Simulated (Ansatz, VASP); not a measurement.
# Si2W: VASP beside Ansatz

```
Si W
1.0
    -1.59273    1.59273    3.88585
     1.59273   -1.59273    3.88585
     1.59273    1.59273   -3.88585
Si W
2 1
Direct
  0.33471 0.33471 0.00000
  0.66529 0.66529 0.00000
  0.00000 0.00000 0.00000
```

Alike in both runs: functional LDA; k mesh 18 × 18 × 18; occupations gaussian, width 0.1 eV; no spin polarisation.

Ansatz relaxed the structure, and its values are those at the end. VASP's run is a single point on that final structure, the one shown.

|  | VASP | Ansatz |
| --- | --- | --- |
| version | VASP 6.6.1 | Ansatz 0.2.0 |
| potentials or method | VASP PAW LDA potentials, release 64 (Si, W_sv), cutoff 520 eV | scalar-relativistic, plane waves, PAW |
| valence electrons in the cell | 22 | 22 |

```csv
,VASP,Ansatz,Ansatz less VASP
gap on the k mesh at the Fermi level (eV),none,none,-
pressure (GPa),0.8,0.0,-0.78
rms of the force components (eV/Å),0.007,0.001,-0.0063
```

LDA's correlation is that of Perdew and Zunger in VASP and of Perdew and Wang (1992) in Ansatz. A gap of «none» marks a metal or a gap that the smearing closes.

Spin-orbit coupling is off throughout.
